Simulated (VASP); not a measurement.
# Pb (C2/m) in VASP: notebook, part 2 of 2

VASP 6.6.1. The steps go on from the part before.

### 3 Single point, r2SCAN (31.77 Å³/atom)

This run uses another cell than the first one, of 31.77 Å³/atom.

POSCAR reads:

```
Pb
1.0
    3.0182128647     -1.7385724922      0.0000000000
    3.0182128647      1.7385724922      0.0000000000
   -2.1012644739      0.0000000000      6.0543160854
Pb
2
Direct
    0.0914915900      0.0914915900      0.2737078000
    0.9085084100      0.9085084100      0.7262922000
```

INCAR.step1 reads:

```
SYSTEM = Pb
ALGO = Normal ; EDIFF = 1E-4
ENCUT = 520 ; GGA = PE
ISMEAR = -1 ; LASPH = .True.
LCHARG = .False. ; LREAL = .False.
LWAVE = .True. ; NBANDS = 21
NELM = 100 ; PREC = Accurate
SIGMA = 0.08
```

INCAR.step2 reads:

```
SYSTEM = Pb
ALGO = Normal ; EDIFF = 1E-6
ENCUT = 520 ; ISIF = 2
ISMEAR = -1 ; ISTART = 1
LASPH = .True. ; LCHARG = .False.
LMIXTAU = .True. ; LREAL = .False.
LWAVE = .False. ; METAGGA = R2SCAN
NBANDS = 21 ; NELM = 100
PREC = Accurate ; SIGMA = 0.08
```

KPOINTS reads:

```
k-points
0
Gamma
  11 11 6
  0 0 0
```

Potentials or basis: VASP PAW PBE potentials, release 64 (Pb_d).

Launch:

```bash
$ cat potpaw_PBE.64/Pb_d/POTCAR > POTCAR
$ cp INCAR.step1 INCAR
$ mpirun -np 1 vasp_std > vasp.out
$ cp INCAR.step2 INCAR
$ mpirun -np 1 vasp_std > vasp.out
```

OUTCAR:

```text
SYSTEM = Pb
   EDIFF = 1E-6
   ENCUT = 520
   ISIF = 2
   ISMEAR = -1
   ISTART = 1
   LASPH = .True.
   LREAL = .False.
   METAGGA = R2SCAN
   NELM = 100
   PREC = Accurate

 ion  position               nearest neighbor table
   1  0.091  0.091  0.274-   2 3.31   2 3.38   2 3.38   2 3.43
   2  0.909  0.909  0.726-   1 3.31   1 3.38   1 3.38   1 3.43

  LATTYP: Found a base centered monoclinic cell.
 ALAT       =     6.0364257294
 B/A-ratio  =     0.5760271293
 C/A-ratio  =     1.0616534713
 COS(beta)  =    -0.3278823751

  Lattice vectors:

 A1 = (   3.0182128647,  -1.7385724922,   0.0000000000)
 A2 = (   3.0182128647,   1.7385724922,   0.0000000000)
 A3 = (  -2.1012644739,   0.0000000000,   6.0543160854)

Analysis of symmetry for initial positions (statically):
=====================================================================
 Subroutine PRICEL returns:
 Original cell was already a primitive cell.

 Routine SETGRP: Setting up the symmetry group for a
 base centered monoclinic supercell.

 Subroutine GETGRP returns: Found  4 space group operations
 (whereof  4 operations were pure point group operations)
 out of a pool of  4 trial point group operations.

The static configuration has the point symmetry C_2h.

Analysis of symmetry for dynamics (positions and initial velocities):
=====================================================================
 Subroutine PRICEL returns:
 Original cell was already a primitive cell.

 Routine SETGRP: Setting up the symmetry group for a
 base centered monoclinic supercell.

 Subroutine GETGRP returns: Found  4 space group operations
 (whereof  4 operations were pure point group operations)
 out of a pool of  4 trial point group operations.

The dynamic configuration has the point symmetry C_2h.

 Subroutine INISYM returns: Found  4 space group operations
 (whereof  4 operations are pure point group operations),
 and found     1 'primitive' translations

[... 110 lines left out ...]
   EFERMI_NEDOS =   21; number of points for ismear=-14 and -15
   IALGO  =     38    algorithm
   IMIX   =      4    mixing-type and parameters
     AMIX     =   0.40;   BMIX     =  1.00
     AMIX_MAG =   1.60;   BMIX_MAG =  1.00
  volume/ion in A,a.u.               =      31.77       214.39
  Fermi-wavevector in a.u.,A,eV,Ry     =   1.245800  2.354220 21.116475  1.552017
  Thomas-Fermi vector in A             =   2.380006
   LORBIT       =      0    0 simple, 1 ext, 2 COOP (PROOUT), +10 PAW based schemes
   METAGGA = R2SCAN    functional components
   LHFCALC =     F    Hartree Fock is set to
   AEXX    =    0.0000 exact exchange contribution
   IVDW    =     0    specifies the selected vdW correction
   LEPSILON=     F    determine dielectric tensor
   LRPA    =     F    only Hartree local field effects (RPA)
 non-spin polarized calculation
  energy-cutoff  :      520.00
  volume of cell :       63.54
 maximum number of plane-waves:      1732
 NGX is ok and might be reduce to    28
   NGX = 13   NGY = 13   NGZ = 23

 number of electron      27.9999997 magnetization

 Free energy of the ion-electron system (eV)
  ---------------------------------------------------
  ext. energy  EPLUGINS =         0.00000000
  ---------------------------------------------------
  free energy    TOTEN  =      -112.46079729 eV

  energy without entropy =     -112.43767533  energy(sigma->0) =     -112.44923631

 E-fermi :   6.7176     XC(G=0): -10.6262

 val. band max:        6.7086833952   @ k =   0.2727   0.2727  -0.0000
 cond. band min:       6.7325509166   @ k =  -0.1818   0.4545   0.1667
 fundamental gap:      0.0238675214
 Fermi energy:         6.7175744061

 k-point     1 :       0.0000    0.0000    0.0000
  band No.  band energies     occupation
      1     -11.1315      2.00000
      2     -11.0112      2.00000
      3     -11.0107      2.00000
      4     -11.0074      2.00000
      5     -11.0068      2.00000
      6     -10.9832      2.00000
[... 565 lines left out ...]
     20      17.3838      0.00000
     21      17.8072      0.00000

 [... further k-points ...]

------------------------ aborting loop because EDIFF is reached ----------------------------------------

  FORCE on cell =-STRESS in cart. coord.  units (eV):
  Direction    XX          YY          ZZ          XY          YZ          ZX
  --------------------------------------------------------------------------------------
  -------------------------------------------------------------------------------------
  Total        0.1378609      0.1293776      0.4859775      0.0000000      0.0000000     -0.0573942
  in kB        3.4762733      3.2623593     12.2543139      0.0000000      0.0000000     -1.4472416
  external PRESSURE =       6.3309822 kB  Pullay stress =       0.0000000 kB

 VOLUME and BASIS-vectors are now :
 -----------------------------------------------------------------------------
  energy-cutoff  :      520.00
  volume of cell :       63.54
      direct lattice vectors                 reciprocal lattice vectors
     3.018212865 -1.738572492  0.000000000     0.165660947 -0.287592264  0.057495753
     3.018212865  1.738572492  0.000000000     0.165660947  0.287592264  0.057495753
    -2.101264474  0.000000000  6.054316085     0.000000000  0.000000000  0.165171422

 POSITION                                       TOTAL-FORCE (eV/Angst)
 -----------------------------------------------------------------------------------
     -0.02285      0.00000      1.65711        -0.015674      0.000000     -0.029054
      3.95801      0.00000      4.39720         0.015674      0.000000      0.029054
 -----------------------------------------------------------------------------------
    total drift:                                0.000000      0.000000     -0.000000

  FREE ENERGIE OF THE ION-ELECTRON SYSTEM (eV)
  ---------------------------------------------------
  free  energy   TOTEN  =      -112.4607972879 eV

  energy  without entropy=     -112.4376753308  energy(sigma->0) =     -112.44923631
```

OUTCAR.step1:

```text
SYSTEM = Pb
   EDIFF = 1E-4
   ENCUT = 520
   GGA = PE
   ISMEAR = -1
   LASPH = .True.
   LREAL = .False.
[... 799 lines left out ...]
     -0.02285      0.00000      1.65711        -0.018217      0.000000     -0.079931
      3.95801      0.00000      4.39720         0.018217      0.000000      0.079931
 -----------------------------------------------------------------------------------
    total drift:                                0.000000      0.000000     -0.000000

  FREE ENERGIE OF THE ION-ELECTRON SYSTEM (eV)
  ---------------------------------------------------
  free  energy   TOTEN  =        -6.9916441508 eV

  energy  without entropy=       -6.9676753966  energy(sigma->0) =       -6.97965977
```

OSZICAR.step1:

```text
N       E                     dE             d eps       ncg     rms          rms(c)
DAV:   1     0.292207615100E+03    0.29221E+03   -0.14171E+04  8576   0.160E+03
DAV:   2     0.142175469229E+02   -0.27799E+03   -0.27153E+03  8608   0.404E+02
DAV:   3    -0.632942509646E+01   -0.20547E+02   -0.20334E+02 10465   0.136E+02
DAV:   4    -0.698347383975E+01   -0.65405E+00   -0.65375E+00  9965   0.277E+01
DAV:   5    -0.701697976713E+01   -0.33506E-01   -0.33505E-01 11631   0.575E+00    0.790E-01
DAV:   6    -0.699636585667E+01    0.20614E-01   -0.42074E-02 12208   0.251E+00    0.409E-01
DAV:   7    -0.699173893065E+01    0.46269E-02   -0.16777E-02 11687   0.161E+00    0.143E-01
DAV:   8    -0.699164733428E+01    0.91596E-04   -0.12449E-03 10825   0.440E-01    0.157E-02
DAV:   9    -0.699164415079E+01    0.31835E-05   -0.71697E-05  5217   0.107E-01
   1 F= -.69916442E+01 E0= -.69796598E+01  d E =-.239688E-01
```

Run time: 11 min. Hardware: 1 thread of AMD EPYC 7R13 (Zen 3), shared host; peak memory 0.31 GiB.

Results:

```yaml
Free_energy: -112.4608 eV
Pressure: 0.6 GPa
Largest_force: 0.033 eV/Å
Band_gap_on_the_k_mesh: zero (bands 14 and 15 overlap by 8.49 eV)
```

Forces on the atoms (eV/Å):
```
Pb  -0.016  0.000 -0.029
Pb   0.016  0.000  0.029
```

Caveat: the PAW data sets were made with another functional, which shifts forces and pressure a little; spin-orbit coupling is left out, which moves the levels of the heavy elements.
